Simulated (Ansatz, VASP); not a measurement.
# Cu, level by level in two programs

```xyz
1
Lattice="0.0000 1.8075 1.8075 1.8075 0.0000 1.8075 1.8075 1.8075 0.0000" Properties=species:S:1:pos:R:3 pbc="T T T"
Cu    0.0000    0.0000    0.0000
```

Single points on this cell with VASP 6.6.1 and Ansatz 0.2.0. Each row is one pair of runs. Alike in all rows: spin: off; smearing: fermi-dirac, width 0.05 eV.

```tsv
level	k mesh	VASP's potentials, cutoff	Ansatz's potentials, cutoff	gap on the k mesh at the Fermi level (eV), VASP	gap on the k mesh at the Fermi level (eV), Ansatz	pressure (GPa), VASP	pressure (GPa), Ansatz
PBE exchange alone	13 × 13 × 13	VASP PAW PBE potentials, release 64 (Cu), 600 eV	Ansatz PAW, 420 eV	none	none	23.6	23.4
LDA	13 × 13 × 13	VASP PAW LDA potentials, release 64 (Cu), 600 eV	JTH PAW LDA, 1350 eV	?	none	?	-12.4
PBE	17 × 17 × 17	VASP PAW PBE potentials, release 64 (Cu), 600 eV	Ansatz PAW, 420 eV	none	none	2.2	1.6
```

Task: Fill in what VASP gave in row 2.

Result: gap on the k mesh at the Fermi level (eV): none; pressure (GPa): -11.8.

VASP's potentials hold 11 valence electrons a cell and Ansatz's 19, so a difference there can come from the potentials and not from the codes.

A gap of «none» marks a metal or a gap that the smearing closes.
